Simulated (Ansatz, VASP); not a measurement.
Two plane-wave programs on SiC

```
Si C
1.0
     0.00000    2.18986    2.18986
     2.18986    0.00000    2.18986
     2.18986    2.18986    0.00000
Si C
1 1
Direct
  0.00000 0.00000 0.00000
  0.25000 0.25000 0.25000
```

Alike in both runs: task single point; functional PBE; k mesh 10 × 10 × 10; occupations gaussian, width 0.02 eV; no spin polarisation.

|  | VASP | Ansatz |
| --- | --- | --- |
| version | VASP 6.6.1 | Ansatz 0.2.0 |
| potentials or method | VASP PAW PBE potentials, release 64 (Si, C), cutoff 600 eV | scalar-relativistic, plane waves, PAW |
| valence electrons in the cell | 8 | 8 |

|  | VASP | Ansatz | Ansatz less VASP |
| --- | --- | --- | --- |
| gap on the k mesh at the Fermi level (eV) | 1.37 | 1.37 | +0.002 |
| least direct gap on the mesh (eV) | 4.53 | 4.53 | +0.008 |
| pressure (GPa) | -0.2 | 0.0 | +0.18 |

With one functional, cell and mesh, what is left measures potentials, basis and numerics.
